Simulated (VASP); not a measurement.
**K3LuN2: single point with PBE**

The system is K3LuN2.

```
CELL_PARAMETERS angstrom
4.53213 0.00000 0.00000
-2.26607 3.92494 0.00000
0.00000 0.00000 9.00378
ATOMIC_POSITIONS crystal
K 0.33333 0.66667 0.50000
K 0.66667 0.33333 0.00000
K 0.66667 0.33333 0.50000
Lu 0.33333 0.66667 0.00000
N 0.00000 0.00000 0.24507
N 0.00000 0.00000 0.75493
```

```json
{
  "Program": "VASP 6.6.1",
  "Task": "single point",
  "Functional": "PBE",
  "Potentials or basis": "VASP PAW PBE potentials, release 64 (K_sv, Lu, N)",
  "Cutoff": "520 eV",
  "k mesh": "6 × 6 × 2",
  "Occupations": "gaussian, width 0.1 eV",
  "Spin": "no spin polarisation",
  "Dipole correction": "no",
  "Further INCAR settings": "ALGO = Normal; EDIFF = 1e-07; NBANDS = 40"
}
```

```yaml
Pressure: -3.4 GPa
Largest_force: 1.463 eV/Å
Band_gap_on_the_k_mesh: zero (filled and empty bands touch)
```

Forces in eV/Å, atoms in the order of the input:
```
K    0.000  0.000  0.000
K    0.000  0.000  0.000
K    0.000  0.000  0.000
Lu   0.000  0.000  0.000
N    0.000  0.000 -1.463
N    0.000  0.000  1.463
```

Stress tensor (GPa, compression positive):
```
  6.44   0.00   0.00
  0.00   6.44   0.00
  0.00   0.00 -23.14
```

Levels at points of the mesh, in eV from the Fermi level:
```csv
k point,band 29,band 30,band 31,band 32,band 33,band 34
"(0.00, 0.00, 0.00)",-0.16,-0.16,-0.04,-0.04,0.92,1.50
"(0.50, 0.00, 0.00)",-0.70,-0.61,-0.24,0.47,1.24,1.51
"(0.00, 0.00, 0.50)",-0.14,-0.07,-0.07,0.83,1.08,1.51
"(0.50, 0.00, 0.50)",-0.95,-0.62,-0.34,0.71,1.21,1.54
```

Wall time 85 s on 1 thread of Intel(R) Xeon(R) 6975P-C (Granite Rapids), on a shared host, peak memory 0.34 GiB.

Caveat: spin-orbit coupling is left out, which moves the levels of the heavy elements; forces of over 1 eV/Å act on the atoms, so gaps and moduli don't describe the material at rest.
